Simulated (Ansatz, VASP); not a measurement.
Si3N4: VASP beside Ansatz

```
CELL_PARAMETERS angstrom
7.60180 0.00000 0.00000
-3.80090 6.58335 0.00000
0.00000 0.00000 2.90660
ATOMIC_POSITIONS crystal
Si 0.17730 0.76770 0.25000
Si 0.40960 0.17730 0.75000
Si 0.23230 0.40960 0.25000
Si 0.82270 0.23230 0.75000
Si 0.59040 0.82270 0.25000
Si 0.76770 0.59040 0.75000
N 0.33333 0.66667 0.25000
N 0.66667 0.33333 0.75000
N 0.33370 0.03230 0.25000
N 0.30140 0.33370 0.75000
N 0.96770 0.30140 0.25000
N 0.66630 0.96770 0.75000
N 0.69860 0.66630 0.25000
N 0.03230 0.69860 0.75000
```

Alike in both runs: task electric field gradients; functional PBE; k mesh 4 × 4 × 10; occupations fermi-dirac, width 0.02 eV; no spin polarisation.

|  | VASP | Ansatz |
| --- | --- | --- |
| version | VASP 6.6.1 | Ansatz 0.2.0 |
| potentials or method | VASP PAW PBE potentials, release 64 (Si, N) | plane-wave PAW, scalar-relativistic |
| plane-wave cutoff (eV) | 520 | 420 |
| valence electrons in the cell | 64 | 64 |

```csv
,VASP,Ansatz,Ansatz less VASP
gap on the k mesh at the Fermi level (eV),4.34,4.35,+0.012
pressure (GPa),5.8,6.1,+0.29
"traceless stress, the component that is largest in VASP (GPa)",-1.51,-1.49,+0.019
rms of the force components (eV/Å),0.375,0.375,-0.0001
size of Vzz on the site where it differs most (V/Å²),42.4,45.6,+3.16
```

Atom by atom the forces differ by 0.002 eV/Å (rms over components).
